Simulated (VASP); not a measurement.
# Tl (Fm-3m) in VASP: notebook, part 2 of 2

VASP 6.6.1. The steps go on from the part before.

### Step 3. Single point, PBE

This run uses another cell than the first one, of 20.30 Å³/atom, 0.962 times its volume.

The input, INCAR:

```
SYSTEM = Tl
PREC     = Accurate       ! precision mode
ENCUT    = 520            ! plane-wave cutoff, eV
EDIFF    = 1E-7           ! SCF threshold, eV
ISMEAR   = -1             ! smearing method
SIGMA    = 0.05           ! smearing width, eV
LREAL    = .False.        ! projectors in reciprocal space
LASPH    = .True.         ! aspherical terms in the spheres
NELM     = 80             ! most SCF steps
ALGO     = Normal         ! electronic algorithm
ISIF     = 2              ! what is computed and relaxed
LWAVE    = .False.        ! write WAVECAR
LCHARG   = .False.        ! write CHGCAR
GGA      = PE             ! functional
NBANDS   = 12             ! bands
```

The input, KPOINTS:

```
Automatic mesh
0
Gamma
  16 16 16
  0 0 0
```

The input, POSCAR:

```
Tl
1.0
    0.0000000000      2.1650000000      2.1650000000
    2.1650000000      0.0000000000      2.1650000000
    2.1650000000      2.1650000000      0.0000000000
Tl
1
Direct
    0.0000000000      0.0000000000      0.0000000000
```

Potentials or basis: VASP PAW PBE potentials, release 64 (Tl_d).

On the command line:

```sh
cat potpaw_PBE.64/Tl_d/POTCAR > POTCAR
mpirun -np 1 vasp_std > vasp.out
```

OUTCAR:

```text
SYSTEM = Tl
   PREC = Accurate
   ENCUT = 520
   EDIFF = 1E-7
   ISMEAR = -1
   LREAL = .False.
   LASPH = .True.
   NELM = 80
   ISIF = 2
   GGA = PE

 ion  position               nearest neighbor table
   1  0.000  0.000  0.000-

  LATTYP: Found a face centered cubic cell.
 ALAT       =     4.3300000000

  Lattice vectors:

 A1 = (   0.0000000000,   2.1650000000,   2.1650000000)
 A2 = (   2.1650000000,   0.0000000000,   2.1650000000)
 A3 = (   2.1650000000,   2.1650000000,   0.0000000000)

Analysis of symmetry for initial positions (statically):
=====================================================================
 Subroutine PRICEL returns:
 Original cell was already a primitive cell.

 Routine SETGRP: Setting up the symmetry group for a
 face centered cubic supercell.

 Subroutine GETGRP returns: Found 48 space group operations
 (whereof 48 operations were pure point group operations)
 out of a pool of 48 trial point group operations.

The static configuration has the point symmetry O_h .

Analysis of symmetry for dynamics (positions and initial velocities):
=====================================================================
 Subroutine PRICEL returns:
 Original cell was already a primitive cell.

 Routine SETGRP: Setting up the symmetry group for a
 face centered cubic supercell.

 Subroutine GETGRP returns: Found 48 space group operations
 (whereof 48 operations were pure point group operations)
 out of a pool of 48 trial point group operations.

The dynamic configuration has the point symmetry O_h .

 Subroutine INISYM returns: Found 48 space group operations
 (whereof 48 operations are pure point group operations),
 and found     1 'primitive' translations

----------------------------------------------------------------------------------------

                                     Primitive cell

  volume of cell :      20.2957

  direct lattice vectors                    reciprocal lattice vectors
     0.000000000  2.165000000  2.165000000    -0.230946882  0.230946882  0.230946882
     2.165000000  0.000000000  2.165000000     0.230946882 -0.230946882  0.230946882
     2.165000000  2.165000000  0.000000000     0.230946882  0.230946882 -0.230946882

  length of vectors
     3.061772363  3.061772363  3.061772363     0.400011734  0.400011734  0.400011734

  position of ions in fractional coordinates (direct lattice)
     0.000000000  0.000000000  0.000000000

  ion indices of the primitive-cell ions
   primitive index   ion index
                 1           1

----------------------------------------------------------------------------------------

 KPOINTS: Automatic mesh

Automatic generation of k-mesh.
 Grid dimensions read from file:
 generate k-points for:   16   16   16

 Generating k-lattice:

  Cartesian coordinates                     Fractional coordinates (reciprocal lattice)
    -0.014434180  0.014434180  0.014434180     0.062500000  0.000000000  0.000000000
     0.014434180 -0.014434180  0.014434180     0.000000000  0.062500000  0.000000000
     0.014434180  0.014434180 -0.014434180     0.000000000  0.000000000  0.062500000

  Length of vectors
     0.025000733  0.025000733  0.025000733

  Shift w.r.t. Gamma in fractional coordinates (k-lattice)
     0.000000000  0.000000000  0.000000000

 Subroutine IBZKPT returns following result:
 ===========================================

 Found    145 irreducible k-points:

 Following reciprocal coordinates:
            Coordinates               Weight
  0.000000  0.000000  0.000000      1.000000
  0.062500  0.000000  0.000000      8.000000
  0.125000  0.000000  0.000000      8.000000
  0.187500  0.000000  0.000000      8.000000
  0.250000  0.000000  0.000000      8.000000
  0.312500  0.000000  0.000000      8.000000
[... 16 lines left out ...]
 -0.125000  0.062500  0.000000     24.000000
 -0.062500  0.062500  0.000000     12.000000
 [... further k-points ...]
   k-points           NKPTS =    145   k-points in BZ     NKDIM =    145   number of bands    NBANDS=     12
   number of dos      NEDOS =    301   number of ions     NIONS =      1
   total plane-waves  NPLWV =  13824
   dimension x,y,z NGX =    24 NGY =   24 NGZ =   24
   dimension x,y,z NGXF=    48 NGYF=   48 NGZF=   48
   ions per type =               1
   NGX,Y,Z   is equivalent  to a cutoff of  13.03, 13.03, 13.03 a.u.
   NGXF,Y,Z  is equivalent  to a cutoff of  26.06, 26.06, 26.06 a.u.
 SYSTEM =  Tl
   PREC   = accura    normal or accurate (medium, high low for compatibility)
   ISTART =      0    job   : 0-new  1-cont  2-samecut
   ICHARG =      2    charge: 1-file 2-atom 10-const
   ISPIN  =      1    spin polarized calculation?
   LNONCOLLINEAR =      F non collinear calculations
   LSORBIT =      F    spin-orbit coupling
   LASPH  =      T    aspherical Exc in radial PAW
   ENCUT  =  520.0 eV  38.22 Ry    6.18 a.u.   5.69  5.69  5.69*2*pi/ulx,y,z
   NELM   =     80;   NELMIN=  2; NELMDL= -5     # of ELM steps
   EDIFF  = 0.1E-06   stopping-criterion for ELM
   LREAL  =      F    real-space projection
   EDIFFG = 0.1E-05   stopping-criterion for IOM
   NSW    =      0    number of steps for IOM
   IBRION =     -1    ionic relax: 0-MD 1-quasi-New 2-CG
   NFREE  =      0    steps in history (QN), initial steepest desc. (CG)
   ISIF   =      2    stress and relaxation
   ISYM   =      2    0-nonsym 1-usesym 2-fastsym
   POTIM  = 0.5000    time-step for ionic-motion
   TEBEG  =    0.0;   TEEND  =   0.0 temperature during run
   PSTRESS=    0.0 pullay stress
   NELECT =      13.0000    total number of electrons
   NUPDOWN=      -1.0000    fix difference up-down
   EMIN   =  10.00;   EMAX   =-10.00  energy-range for DOS
   EFERMI =   0.00;   METHOD = LEGACY
   ISMEAR =    -1;   SIGMA  =   0.05  broadening in eV -4-tet -1-fermi 0-gaus
   EFERMI_NEDOS =   21; number of points for ismear=-14 and -15
   IALGO  =     38    algorithm
   IMIX   =      4    mixing-type and parameters
     AMIX     =   0.40;   BMIX     =  1.00
     AMIX_MAG =   1.60;   BMIX_MAG =  1.00
  volume/ion in A,a.u.               =      20.30       136.96
  Fermi-wavevector in a.u.,A,eV,Ry     =   1.411198  2.666778 27.095740  1.991481
  Thomas-Fermi vector in A             =   2.533074
   LORBIT       =      0    0 simple, 1 ext, 2 COOP (PROOUT), +10 PAW based schemes
   GGA     = PE    functional components
   LHFCALC =     F    Hartree Fock is set to
   AEXX    =    0.0000 exact exchange contribution
   IVDW    =     0    specifies the selected vdW correction
   LEPSILON=     F    determine dielectric tensor
   LRPA    =     F    only Hartree local field effects (RPA)
 non-spin polarized calculation
  energy-cutoff  :      520.00
  volume of cell :       20.30
 maximum number of plane-waves:       568
   NGX = 11   NGY = 11   NGZ = 11

 number of electron      13.0000002 magnetization

 Free energy of the ion-electron system (eV)
  ---------------------------------------------------
  ext. energy  EPLUGINS =         0.00000000
  ---------------------------------------------------
  free energy    TOTEN  =        -1.40995138 eV

  energy without entropy =       -1.40694981  energy(sigma->0) =       -1.40845059

 E-fermi :  11.1623     XC(G=0): -12.0246

 val. band max:       11.1565650079   @ k =  -0.2500   0.4375   0.1875
 cond. band min:      11.1857190960   @ k =  -0.3125   0.3750   0.0625
 fundamental gap:      0.0291540881
 Fermi energy:        11.1623079086

 k-point     1 :       0.0000    0.0000    0.0000
  band No.  band energies     occupation
      1      -1.9599      2.00000
      2      -1.4453      2.00000
      3      -1.4453      2.00000
      4      -1.4453      2.00000
      5      -0.8066      2.00000
      6      -0.8066      2.00000
      7      22.0575      0.00000
      8      24.0168      0.00000
      9      24.0168      0.00000
     10      24.0168      0.00000
     11      29.0298      0.00000
     12      29.9979      0.00000
[... 331 lines left out ...]
 k-point    24 :      -0.0625    0.0625    0.0000
  band No.  band energies     occupation
      1      -1.6986      2.00000
      2      -1.4816      2.00000
      3      -1.3923      2.00000
      4      -1.3376      2.00000
      5      -0.8485      2.00000
      6      -0.7848      2.00000
      7      21.7494      0.00000
      8      21.9289      0.00000
      9      23.4299      0.00000
     10      24.4989      0.00000
     11      27.9680      0.00000
     12      29.8377      0.00000

 [... further k-points ...]

------------------------ aborting loop because EDIFF is reached ----------------------------------------

  FORCE on cell =-STRESS in cart. coord.  units (eV):
  Direction    XX          YY          ZZ          XY          YZ          ZX
  --------------------------------------------------------------------------------------
  -------------------------------------------------------------------------------------
  Total        4.7336426      4.7336426      4.7336426      0.0000000      0.0000000      0.0000000
  in kB      373.6821435    373.6821435    373.6821435      0.0000000      0.0000000      0.0000000
  external PRESSURE =     373.6821435 kB  Pullay stress =       0.0000000 kB

 VOLUME and BASIS-vectors are now :
 -----------------------------------------------------------------------------
  energy-cutoff  :      520.00
  volume of cell :       20.30
      direct lattice vectors                 reciprocal lattice vectors
     0.000000000  2.165000000  2.165000000    -0.230946882  0.230946882  0.230946882
     2.165000000  0.000000000  2.165000000     0.230946882 -0.230946882  0.230946882
     2.165000000  2.165000000  0.000000000     0.230946882  0.230946882 -0.230946882

 POSITION                                       TOTAL-FORCE (eV/Angst)
 -----------------------------------------------------------------------------------
      0.00000      0.00000      0.00000         0.000000     -0.000000      0.000000
 -----------------------------------------------------------------------------------
    total drift:                               -0.000000     -0.000000     -0.000000

  FREE ENERGIE OF THE ION-ELECTRON SYSTEM (eV)
  ---------------------------------------------------
  free  energy   TOTEN  =        -1.4099513826 eV

  energy  without entropy=       -1.4069498062  energy(sigma->0) =       -1.40845059
```

Wall time 28 s (1 thread of Intel Xeon 8259CL, shared host); peak memory 0.16 GiB.

Results:

```
Free energy : -1.4100 eV
Pressure    : 37.4 GPa
```

Caveat: spin-orbit coupling is left out, which moves the levels of the heavy elements.
